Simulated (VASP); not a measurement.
A run of VASP 6.6.1 is set up as follows.

Contents of INCAR:

```
SYSTEM = CuW2
ALGO = Normal
EDIFF = 1E-6
EDIFFG = -0.04
ENCUT = 600
GGA = PE
IBRION = 2
ISIF = 3
ISMEAR = 0
LASPH = .True.
LCHARG = .False.
LREAL = .False.
LWAVE = .False.
NELM = 100
NSW = 90
PREC = Accurate
SIGMA = 0.1
```

The input KPOINTS:

```
k-points
0
Gamma
  6 6 6
  0 0 0
```

The input POSCAR:

```
CuW2
1.0
    4.6150460572      0.0000000000      0.0000000000
   -2.3075230286      3.9967471252      0.0000000000
    0.0000000000      0.0000000000      2.6763976573
Cu W
1 2
Direct
    0.0000000000      0.0000000000      0.5000000000
    0.6666666667      0.3333333333      0.5000000000
    0.3333333333      0.6666666667      0.5000000000
```

Potentials or basis: VASP PAW PBE potentials, release 64 (Cu, W_sv).

Command:

```console
$ cat potpaw_PBE.64/Cu/POTCAR potpaw_PBE.64/W_sv/POTCAR > POTCAR
$ mpirun -np 1 vasp_std > vasp.out
```

Question: What does it give for the relaxed cell?

Answer: a = 4.645 Å, b = 4.645 Å, c = 2.596 Å, α = 90.00°, β = 90.00°, γ = 120.00°.

Question: Estimate the space group after relaxing (to 0.05 Å).

Answer: P6/mmm (No. 191).

Question: Predict the relaxed volume.

Answer: 16.17 Å³/atom.

The path:
```csv
step,energy change (eV),largest force (eV/Å),pressure (GPa),volume (Å³)
1,0.0000,0.0000,-2.26,49.37
2,0.0031,0.0000,3.87,47.64
3,-0.0637,0.0000,0.05,48.56
4,-0.0638,0.0000,0.24,48.51
```

Caveat: the k points lie up to 0.40 Å⁻¹ apart in the final cell.
